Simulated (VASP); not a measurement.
Input of a VASP 6.6.1 run:

POSCAR

```
Os
1.0
    2.7157497827      0.0000000000      0.0000000000
   -1.3578748913      2.3519083021      0.0000000000
    0.0000000000      0.0000000000      4.2907078513
Os
2
Direct
    0.6666666667      0.3333333333      0.7500000000
    0.3333333333      0.6666666667      0.2500000000
```

INCAR.step1

```
SYSTEM = Os
PREC = Accurate ; ENCUT = 520
ISMEAR = -1 ; SIGMA = 0.05
LREAL = .FALSE. ; LASPH = .TRUE.
NELM = 60 ; NBANDS = 15
GGA = PE ; ALGO = Normal
EDIFF = 1E-4 ; LWAVE = .TRUE.
LCHARG = .FALSE.
```

File INCAR.step2:

```
SYSTEM = Os
PREC = Accurate ; ENCUT = 520
EDIFF = 1E-6 ; ISMEAR = -1
SIGMA = 0.05 ; LREAL = .FALSE.
LASPH = .TRUE. ; NELM = 60
ALGO = Normal ; ISIF = 2
LWAVE = .FALSE. ; LCHARG = .FALSE.
METAGGA = R2SCAN ; LMIXTAU = .TRUE.
LUSE_VDW = .TRUE. ; IVDW_NL = 2
BPARAM = 11.95 ; CPARAM = 0.0093
NBANDS = 15 ; ISTART = 1
```

The input KPOINTS:

```
Automatic mesh
0
G
  11 11 6
  0 0 0
```

Potentials or basis: VASP PAW PBE potentials, release 64 (Os).

Launch:

```bash
$ cat potpaw_PBE.64/Os/POTCAR > POTCAR
$ cp INCAR.step1 INCAR
$ mpirun -np 1 vasp_std > vasp.out
$ cp INCAR.step2 INCAR
$ mpirun -np 1 vasp_std > vasp.out
```

Predict the band gap on the k mesh.

zero (band 8 reaches 11.84 eV, above the bottom of band 9 at 7.65 eV).

What does it give for the pressure?

10.0 GPa.

Stress tensor (GPa, compression positive):
```
 9.91  0.00  0.00
 0.00  9.91  0.00
 0.00  0.00 10.05
```

Caveat: the PAW data sets were made with another functional, which shifts forces and pressure a little; spin-orbit coupling is left out, which moves the levels of the heavy elements.
